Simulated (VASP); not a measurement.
Write the native input for VASP 6.6.1 that does the following.

```
Task                   : relaxation of cell and atoms
Functional             : PBE
Potentials or basis    : VASP PAW PBE potentials, release 64 (Eu, O)
Cutoff                 : 600 eV
k mesh                 : 14 × 14 × 14
Occupations            : gaussian, width 0.1 eV
Spin                   : collinear spin, ferromagnetic start
Starting moments       : [7.28, 0.0] μB
Dipole correction      : no
Further INCAR settings : ALGO = Normal; EDIFF = 1e-07; IBRION = 2; EDIFFG = -0.002; NSW = 100; ISIF = 3
```

The structure of EuO (mix) lies in POSCAR:

```
EuO
1.0
    0.0000000000      2.5719500000      2.5719500000
    2.5719500000      0.0000000000      2.5719500000
    2.5719500000      2.5719500000      0.0000000000
Eu O
1 1
Direct
    0.0000000000      0.0000000000      0.0000000000
    0.5000000000      0.5000000000      0.5000000000
```

One way to write it, as run:

INCAR

```
SYSTEM = EuO
ALGO     = Normal         ! electronic algorithm
EDIFF    = 1E-7           ! SCF threshold, eV
EDIFFG   = -0.002         ! ionic threshold
ENCUT    = 600            ! plane-wave cutoff, eV
GGA      = PE             ! functional
GGA_COMPAT= .False.      
IBRION   = 2              ! ionic algorithm
ISIF     = 3              ! what is computed and relaxed
ISMEAR   = 0              ! smearing method
ISPIN    = 2              ! spin polarisation
LASPH    = .True.         ! aspherical terms in the spheres
LCHARG   = .False.        ! write CHGCAR
LMAXMIX  = 6              ! l up to which the mixer works
LORBIT   = 11             ! projections on sites
LREAL    = .False.        ! projectors in reciprocal space
LWAVE    = .False.        ! write WAVECAR
MAGMOM   = 7.28 0         ! initial moments
NELM     = 200            ! most SCF steps
NELMIN   = 4            
NSW      = 100            ! ionic steps
PREC     = Accurate       ! precision mode
SIGMA    = 0.1            ! smearing width, eV
```

KPOINTS

```
k-points
0
Gamma
  14 14 14
  0 0 0
```

Potentials or basis: VASP PAW PBE potentials, release 64 (Eu, O).

Launch:

```sh
$ cat potpaw_PBE.64/Eu/POTCAR potpaw_PBE.64/O/POTCAR > POTCAR
$ mpirun -np 1 vasp_std > vasp.out
```

Results of the run:

```
Relaxed volume                                        : 16.14 Å³/atom
Relaxed cell                                          : a = 3.574 Å, b = 3.574 Å, c = 3.574 Å, α = 60.00°, β = 60.00°, γ = 60.00°
Space group after relaxing (to 0.05 Å)                : Fm-3m (No. 225)
Energy gained by relaxing                             : 12.7 meV/atom
Ionic steps                                           : 3
Pressure after relaxing                               : 0.0 GPa
Net moment                                            : 6.94 μB per cell
Site moments                                          : Eu +6.57; O -0.10 μB
Valence electrons inside the program's atomic spheres : Eu 14.83; O 4.96
```

Caveat: a cell with one magnetic atom can't hold antiferromagnetic order, which such compounds often take; without U or exact exchange the open f shell lies at the Fermi level, which spoils levels, moments and volumes.

Wall time 7.5 min on 1 thread of Intel(R) Xeon(R) 6975P-C (Granite Rapids), with other jobs on the host, peak memory 0.32 GiB.
